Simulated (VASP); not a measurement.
Wanted: the native input for a VASP 6.6.1 run.

```
Task                   : single point
Functional             : PBE
Potentials or basis    : VASP PAW PBE potentials, release 64 (Ti_sv, H)
Cutoff                 : 520 eV
k mesh                 : 5 × 6 × 1
Occupations            : gaussian, width 0.1 eV
Spin                   : no spin polarisation
Dipole correction      : yes
Further INCAR settings : ALGO = Normal; EDIFF = 1e-06; NBANDS = 84
```

The structure of Ti12H lies in POSCAR:

```
Ti12H
1.0
    5.8763264167      0.0000000000      0.0000000000
    0.0000000000      4.6504654186      0.0000000000
    0.0000000000      0.0000000000     21.2842241193
Ti H
12 1
Direct
    0.0000000000      0.7500000000      0.1879326198
    0.5000000000      0.7500000000      0.1879326198
    0.2500000000      0.2500000000      0.2277825413
    0.7500000000      0.2500000000      0.2277825413
    0.2500000000      0.7500000000      0.3074823843
    0.7500000000      0.7500000000      0.3074823843
    0.0000000000      0.2500000000      0.3461291961
    0.5000000000      0.2500000000      0.3461291961
    0.0000000000      0.7500000000      0.4220680058
    0.5000000000      0.7500000000      0.4220680058
    0.2500000000      0.2500000000      0.4596937180
    0.7500000000      0.2500000000      0.4596937180
    0.2500000000      0.2500000000      0.5428890563
```

One way to write it, as run:

INCAR

```
ALGO = Normal
DIPOL = 0.5 0.5 0.342
EDIFF = 1E-6
ENCUT = 520
GGA = PE
IDIPOL = 3
ISIF = 2
ISMEAR = 0
LASPH = T
LCHARG = T
LDIPOL = T
LELF = T
LREAL = F
LVACPOTAV = T
LVHAR = T
LWAVE = F
NBANDS = 84
NELM = 60
PREC = Accurate
SIGMA = 0.1
```

KPOINTS

```
k-points
0
Gamma
  5 6 1
```

Potentials or basis: VASP PAW PBE potentials, release 64 (Ti_sv, H).

Command:

```sh
$ cat potpaw_PBE.64/Ti_sv/POTCAR potpaw_PBE.64/H/POTCAR > POTCAR
$ mpirun -np 1 vasp_std > vasp.out
```

Results of the run:

The largest force is 0.508 eV/Å. The band gap on the k mesh is zero (an odd number of electrons rules out a gap without spin polarisation).

It took 38 min on 1 thread of Intel(R) Xeon(R) Platinum 8259CL CPU @ 2.50GHz (Skylake/Cascade Lake) (shared host), peak memory 0.8 GiB.
